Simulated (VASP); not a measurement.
A run of VASP 6.6.1:

INCAR

```
SYSTEM = SiC
  PREC = Accurate
  ENCUT = 520
  EDIFF = 1E-6
  ISMEAR = 0
  SIGMA = 0.05
  LREAL = .False.
  LASPH = .True.
  NELM = 80
  ALGO = Normal
  ISIF = 2
  LWAVE = .False.
  LCHARG = .False.
  GGA = PS
  NBANDS = 11
```

The input KPOINTS:

```
Automatic mesh
0
Gamma
  10 10 10
  0 0 0
```

Contents of POSCAR:

```
SiC
1.0
    0.0000000000      2.1603089512      2.1603089512
    2.1603089512      0.0000000000      2.1603089512
    2.1603089512      2.1603089512      0.0000000000
Si C
1 1
Direct
    0.0023558652     -0.0023558652      0.0023558652
    0.7444913435      0.7555086565      0.7444913435
```

Potentials or basis: VASP PAW PBE potentials, release 64 (Si, C).

The run is started by

```sh
$ cat potpaw_PBE.64/Si/POTCAR potpaw_PBE.64/C/POTCAR > POTCAR
$ mpirun -np 1 vasp_std > vasp.out
```

Hardware: 1 thread of AMD EPYC 9R45 96-Core Processor (Zen 5) (shared host).

Task: How long does it take, and how much memory?

Result: Wall time 19 s on 1 thread of AMD EPYC 9R45 96-Core Processor (Zen 5) (shared host), peak memory 0.13 GiB. Counts: scf iterations 12, k points 171.
